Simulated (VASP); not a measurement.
# Hf2ZrSe6 (R-3) in VASP: single point with PBE

Aim: the single point of Hf2ZrSe6 with PBE.

Everything below comes from runs of VASP 6.6.1. Logs are shortened: lines on timing, memory, paths and dates and some standing lists are left out, and cuts for length are marked.

## (1) The cell of the first run

The structure is trigonal, space group R-3 (No. 148). Conventional cell: a = 6.550 Å, b = 6.550 Å, c = 20.992 Å, α = 90.00°, β = 90.00°, γ = 120.00°. Zr (site symmetry -3) has 6 Se at 2.71 Å within 3.6 Å. Hf (site symmetry 3) has 6 Se at 2.69 Å within 3.5 Å. Se (site symmetry 1) has 2 Hf at 2.69 Å and 1 Zr at 2.71 Å within 3.5 Å.

## (2) Single point, PBE

The input, INCAR:

```
SYSTEM = Hf2ZrSe6
ALGO = Normal
EDIFF = 1E-6
ENCUT = 520
GGA = PE
ISIF = 2
ISMEAR = 0
LASPH = .True.
LCHARG = .False.
LREAL = .False.
LWAVE = .False.
NBANDS = 44
NELM = 80
PREC = Accurate
SIGMA = 0.02
```

The input, KPOINTS:

```
k-points
0
Gamma
  6 6 6
  0 0 0
```

The input, POSCAR:

```
Hf2ZrSe6
1.0
    3.2748861748      1.8907564146      6.9973253000
   -3.2748861748      1.8907564146      6.9973253000
    0.0000000000     -3.7815128291      6.9973253000
Zr Hf Se
1 2 6
Direct
    0.5000000000      0.5000000000      0.5000000000
    0.8333360000      0.8333360000      0.8333360000
    0.1666640000      0.1666640000      0.1666640000
    0.4248280000      0.0892500000      0.7603930000
    0.0892500000      0.7603930000      0.4248280000
    0.7603930000      0.4248280000      0.0892500000
    0.2396070000      0.5751720000      0.9107500000
    0.9107500000      0.2396070000      0.5751720000
    0.5751720000      0.9107500000      0.2396070000
```

Potentials or basis: VASP PAW PBE potentials, release 64 (Zr_sv, Hf_pv, Se).

On the command line:

```sh
$ cat potpaw_PBE.64/Zr_sv/POTCAR potpaw_PBE.64/Hf_pv/POTCAR potpaw_PBE.64/Se/POTCAR > POTCAR
$ mpirun -np 1 vasp_std > vasp.out
```

OUTCAR:

```text
SYSTEM = Hf2ZrSe6
   EDIFF = 1E-6
   ENCUT = 520
   GGA = PE
   ISIF = 2
   ISMEAR = 0
   LASPH = .True.
   LREAL = .False.
   NELM = 80
   PREC = Accurate

 ion  position               nearest neighbor table
   1  0.500  0.500  0.500-   6 2.71   7 2.71   4 2.71   9 2.71   8 2.71   5 2.71   3 3.78   2 3.78
                             3 3.78   3 3.78   2 3.78   2 3.78
   2  0.833  0.833  0.833-   9 2.69   8 2.69   7 2.69   5 2.69   6 2.69   4 2.69   1 3.78   1 3.78
                             1 3.78   3 3.78   3 3.78   3 3.78
   3  0.167  0.167  0.167-   4 2.69   5 2.69   6 2.69   8 2.69   7 2.69   9 2.69   1 3.78   1 3.78
                             1 3.78   2 3.78   2 3.78   2 3.78
   4  0.425  0.089  0.760-   3 2.69   2 2.69   1 2.71
   5  0.089  0.760  0.425-   3 2.69   2 2.69   1 2.71
   6  0.760  0.425  0.089-   3 2.69   2 2.69   1 2.71
   7  0.240  0.575  0.911-   2 2.69   3 2.69   1 2.71
   8  0.911  0.240  0.575-   2 2.69   3 2.69   1 2.71
   9  0.575  0.911  0.240-   2 2.69   3 2.69   1 2.71

  LATTYP: Found a trigonal (rhomboedric) cell.
 ALAT       =     7.9537664431
 COS(alpha) =     0.6609398521

  Lattice vectors:

 A1 = (   3.2748861748,   1.8907564146,   6.9973253000)
 A2 = (  -3.2748861748,   1.8907564146,   6.9973253000)
 A3 = (   0.0000000000,  -3.7815128291,   6.9973253000)

Analysis of symmetry for initial positions (statically):
=====================================================================
 Subroutine PRICEL returns:
 Original cell was already a primitive cell.

 Routine SETGRP: Setting up the symmetry group for a
 trigonal (rhombohedral) supercell.

 Subroutine GETGRP returns: Found  6 space group operations
 (whereof  6 operations were pure point group operations)
 out of a pool of 12 trial point group operations.

The static configuration has the point symmetry S_6 .

Analysis of symmetry for dynamics (positions and initial velocities):
=====================================================================
 Subroutine PRICEL returns:
 Original cell was already a primitive cell.

 Routine SETGRP: Setting up the symmetry group for a
 trigonal (rhombohedral) supercell.

 Subroutine GETGRP returns: Found  6 space group operations
 (whereof  6 operations were pure point group operations)
 out of a pool of 12 trial point group operations.

The dynamic configuration has the point symmetry S_6 .

 Subroutine INISYM returns: Found  6 space group operations
 (whereof  6 operations are pure point group operations),
 and found     1 'primitive' translations

----------------------------------------------------------------------------------------

                                     Primitive cell

  volume of cell :     259.9651

  direct lattice vectors                    reciprocal lattice vectors
     3.274886175  1.890756415  6.997325300     0.152677062  0.088148143  0.047637250
    -3.274886175  1.890756415  6.997325300    -0.152677062  0.088148143  0.047637250
     0.000000000 -3.781512829  6.997325300     0.000000000 -0.176296286  0.047637250

  length of vectors
     7.953766443  7.953766443  7.953766443     0.182618969  0.182618969  0.182618969

  position of ions in fractional coordinates (direct lattice)
     0.500000000  0.500000000  0.500000000
     0.833336000  0.833336000  0.833336000
     0.166664000  0.166664000  0.166664000
     0.424828000  0.089250000  0.760393000
     0.089250000  0.760393000  0.424828000
     0.760393000  0.424828000  0.089250000
     0.239607000  0.575172000  0.910750000
     0.910750000  0.239607000  0.575172000
     0.575172000  0.910750000  0.239607000

  ion indices of the primitive-cell ions
   primitive index   ion index
                 1           1
                 2           2
                 3           3
                 4           4
                 5           5
                 6           6
                 7           7
                 8           8
                 9           9

----------------------------------------------------------------------------------------

 KPOINTS: k-points

Automatic generation of k-mesh.
 Grid dimensions read from file:
 generate k-points for:    6    6    6

 Generating k-lattice:

  Cartesian coordinates                     Fractional coordinates (reciprocal lattice)
     0.025446177  0.014691357  0.007939542     0.166666667  0.000000000 -0.000000000
    -0.025446177  0.014691357  0.007939542     0.000000000  0.166666667 -0.000000000
     0.000000000 -0.029382714  0.007939542    -0.000000000 -0.000000000  0.166666667

  Length of vectors
     0.030436495  0.030436495  0.030436495

  Shift w.r.t. Gamma in fractional coordinates (k-lattice)
     0.000000000  0.000000000  0.000000000

 Subroutine IBZKPT returns following result:
 ===========================================

 Found     40 irreducible k-points:

 Following reciprocal coordinates:
            Coordinates               Weight
  0.000000  0.000000  0.000000      1.000000
  0.166667 -0.000000 -0.000000      6.000000
  0.333333 -0.000000  0.000000      6.000000
  0.500000 -0.000000 -0.000000      3.000000
  0.166667  0.166667 -0.000000      6.000000
  0.333333  0.166667 -0.000000      6.000000
[... 16 lines left out ...]
  0.333333  0.333333  0.166667      6.000000
  0.500000  0.333333  0.166667      6.000000
 [... further k-points ...]
   k-points           NKPTS =     40   k-points in BZ     NKDIM =     40   number of bands    NBANDS=     44
   number of dos      NEDOS =    301   number of ions     NIONS =      9
   total plane-waves  NPLWV = 216000
   dimension x,y,z NGX =    60 NGY =   60 NGZ =   60
   dimension x,y,z NGXF=   120 NGYF=  120 NGZF=  120
   ions per type =               1   2   6
   NGX,Y,Z   is equivalent  to a cutoff of  12.54, 12.54, 12.54 a.u.
   NGXF,Y,Z  is equivalent  to a cutoff of  25.08, 25.08, 25.08 a.u.
 SYSTEM =  Hf2ZrSe6
   PREC   = accura    normal or accurate (medium, high low for compatibility)
   ISTART =      0    job   : 0-new  1-cont  2-samecut
   ICHARG =      2    charge: 1-file 2-atom 10-const
   ISPIN  =      1    spin polarized calculation?
   LNONCOLLINEAR =      F non collinear calculations
   LSORBIT =      F    spin-orbit coupling
   LASPH  =      T    aspherical Exc in radial PAW
   ENCUT  =  520.0 eV  38.22 Ry    6.18 a.u.  14.79 14.79 14.79*2*pi/ulx,y,z
   NELM   =     80;   NELMIN=  2; NELMDL= -5     # of ELM steps
   EDIFF  = 0.1E-05   stopping-criterion for ELM
   LREAL  =      F    real-space projection
   EDIFFG = 0.1E-04   stopping-criterion for IOM
   NSW    =      0    number of steps for IOM
   IBRION =     -1    ionic relax: 0-MD 1-quasi-New 2-CG
   NFREE  =      0    steps in history (QN), initial steepest desc. (CG)
   ISIF   =      2    stress and relaxation
   ISYM   =      2    0-nonsym 1-usesym 2-fastsym
   POTIM  = 0.5000    time-step for ionic-motion
   TEBEG  =    0.0;   TEEND  =   0.0 temperature during run
   PSTRESS=    0.0 pullay stress
   NELECT =      68.0000    total number of electrons
   NUPDOWN=      -1.0000    fix difference up-down
   EMIN   =  10.00;   EMAX   =-10.00  energy-range for DOS
   EFERMI =   0.00;   METHOD = LEGACY
   ISMEAR =     0;   SIGMA  =   0.02  broadening in eV -4-tet -1-fermi 0-gaus
   EFERMI_NEDOS =   21; number of points for ismear=-14 and -15
   IALGO  =     38    algorithm
   IMIX   =      4    mixing-type and parameters
     AMIX     =   0.40;   BMIX     =  1.00
     AMIX_MAG =   1.60;   BMIX_MAG =  1.00
  volume/ion in A,a.u.               =      28.89       194.93
  Fermi-wavevector in a.u.,A,eV,Ry     =   1.046983  1.978510 14.914331  1.096172
  Thomas-Fermi vector in A             =   2.181844
   LORBIT       =      0    0 simple, 1 ext, 2 COOP (PROOUT), +10 PAW based schemes
   GGA     = PE    functional components
   LHFCALC =     F    Hartree Fock is set to
   AEXX    =    0.0000 exact exchange contribution
   IVDW    =     0    specifies the selected vdW correction
   LEPSILON=     F    determine dielectric tensor
   LRPA    =     F    only Hartree local field effects (RPA)
 non-spin polarized calculation
 Gauss-broadening in eV      SIGMA  =   0.02
  energy-cutoff  :      520.00
  volume of cell :      259.97
 maximum number of plane-waves:      7022
   NGX = 29   NGY = 29   NGZ = 29

 number of electron      68.0000001 magnetization

 Free energy of the ion-electron system (eV)
  ---------------------------------------------------
  ext. energy  EPLUGINS =         0.00000000
  ---------------------------------------------------
  free energy    TOTEN  =       -61.56855099 eV

  energy without entropy =      -61.56855099  energy(sigma->0) =      -61.56855099

 E-fermi :   2.4562     XC(G=0):  -8.7509

 val. band max:        2.3594183804   @ k =   0.0000   0.0000   0.0000
 cond. band min:       2.8622864076   @ k =   0.5000  -0.0000  -0.0000
 fundamental gap:      0.5028680272
 Fermi energy:         2.4561577518

 k-point     1 :       0.0000    0.0000    0.0000
  band No.  band energies     occupation
      1     -47.1618      2.00000
      2     -28.9321      2.00000
      3     -28.9321      2.00000
      4     -28.9026      2.00000
      5     -28.8838      2.00000
      6     -28.8778      2.00000
[... 36 lines left out ...]
     43       5.1342      0.00000
     44       6.5548      0.00000

 k-point     2 :       0.1667   -0.0000   -0.0000
  band No.  band energies     occupation
      1     -47.1618      2.00000
      2     -28.9335      2.00000
      3     -28.9296      2.00000
      4     -28.9015      2.00000
      5     -28.8850      2.00000
      6     -28.8803      2.00000
[... 36 lines left out ...]
     43       5.3946      0.00000
     44       6.5123      0.00000

 k-point     3 :       0.3333   -0.0000    0.0000
  band No.  band energies     occupation
      1     -47.1618      2.00000
      2     -28.9362      2.00000
      3     -28.9232      2.00000
      4     -28.8987      2.00000
      5     -28.8878      2.00000
      6     -28.8866      2.00000
[... 976 lines left out ...]
     43       5.4223      0.00000
     44       6.4263      0.00000

 k-point    24 :       0.5000    0.3333    0.1667
  band No.  band energies     occupation
      1     -47.1618      2.00000
      2     -28.9358      2.00000
      3     -28.9245      2.00000
      4     -28.8995      2.00000
      5     -28.8870      2.00000
      6     -28.8854      2.00000
[... 36 lines left out ...]
     43       5.5564      0.00000
     44       6.2157      0.00000

 [... further k-points ...]

------------------------ aborting loop because EDIFF is reached ----------------------------------------

  FORCE on cell =-STRESS in cart. coord.  units (eV):
  Direction    XX          YY          ZZ          XY          YZ          ZX
  --------------------------------------------------------------------------------------
  -------------------------------------------------------------------------------------
  Total       -0.2665183     -0.2665183     -0.2230749      0.0000000     -0.0000000      0.0000000
  in kB       -1.6425648     -1.6425648     -1.3748211      0.0000001     -0.0000000      0.0000000
  external PRESSURE =      -1.5533169 kB  Pullay stress =       0.0000000 kB

 VOLUME and BASIS-vectors are now :
 -----------------------------------------------------------------------------
  energy-cutoff  :      520.00
  volume of cell :      259.97
      direct lattice vectors                 reciprocal lattice vectors
     3.274886175  1.890756415  6.997325300     0.152677062  0.088148143  0.047637250
    -3.274886175  1.890756415  6.997325300    -0.152677062  0.088148143  0.047637250
     0.000000000 -3.781512829  6.997325300     0.000000000 -0.176296286  0.047637250

 POSITION                                       TOTAL-FORCE (eV/Angst)
 -----------------------------------------------------------------------------------
      0.00000      0.00000     10.49599        -0.000000     -0.000000      0.000000
      0.00000      0.00000     17.49337        -0.000000     -0.000000     -0.000041
      0.00000      0.00000      3.49861        -0.000000      0.000000      0.000041
      1.09898     -1.90344      8.91789         0.013841     -0.023996      0.022502
     -2.19792     -0.00002      8.91789        -0.027701      0.000012      0.022502
      1.09894      1.90346      8.91789         0.013861      0.023984      0.022502
     -1.09894     -1.90346     12.07409        -0.013861     -0.023984     -0.022502
      2.19792      0.00002     12.07409         0.027701     -0.000012     -0.022502
     -1.09898      1.90344     12.07409        -0.013841      0.023996     -0.022502
 -----------------------------------------------------------------------------------
    total drift:                                0.000000     -0.000000      0.000000

  FREE ENERGIE OF THE ION-ELECTRON SYSTEM (eV)
  ---------------------------------------------------
  free  energy   TOTEN  =       -61.5685509892 eV

  energy  without entropy=      -61.5685509892  energy(sigma->0) =      -61.56855099
```

Wall time 21 min (1 thread of Intel Xeon 8259CL, shared host); peak memory 0.76 GiB.

What came out:

```yaml
Free_energy: -61.5686 eV
Pressure: -0.2 GPa
Largest_force: 0.036 eV/Å
Band_gap_on_the_k_mesh: 0.50 eV (least direct gap 1.30 eV)
```

Forces in eV/Å, atoms in the order of the input:
```
Zr   0.000  0.000  0.000
Hf   0.000  0.000  0.000
Hf   0.000  0.000  0.000
Se   0.014 -0.024  0.023
Se  -0.028  0.000  0.023
Se   0.014  0.024  0.023
Se  -0.014 -0.024 -0.023
Se   0.028  0.000 -0.023
Se  -0.014  0.024 -0.023
```

Levels at points of the mesh, in eV from the valence-band top:
| k point | band 30 | band 31 | band 32 | band 33 | band 34 | band 35 | band 36 | band 37 | band 38 | band 39 |
| --- | --- | --- | --- | --- | --- | --- | --- | --- | --- | --- |
| (0.00, 0.00, 0.00) | -2.06 | -2.06 | -0.60 | 0.00 | 0.00 | 1.32 | 1.32 | 1.55 | 2.09 | 2.19 |
| (0.50, 0.00, 0.00) | -1.70 | -1.36 | -1.10 | -0.84 | -0.79 | 0.50 | 1.42 | 1.68 | 1.87 | 2.18 |
| (0.50, 0.50, 0.00) | -1.73 | -1.71 | -1.17 | -0.94 | -0.89 | 0.62 | 1.47 | 1.74 | 1.77 | 2.07 |
| (0.50, 0.50, 0.50) | -2.12 | -1.97 | -1.64 | -0.04 | -0.04 | 1.32 | 1.32 | 1.69 | 2.16 | 2.22 |

Caveat: semilocal functionals underestimate gaps, and a narrow one can read as zero; spin-orbit coupling is left out, which moves the levels of the heavy elements. A k mesh can miss the band edges.
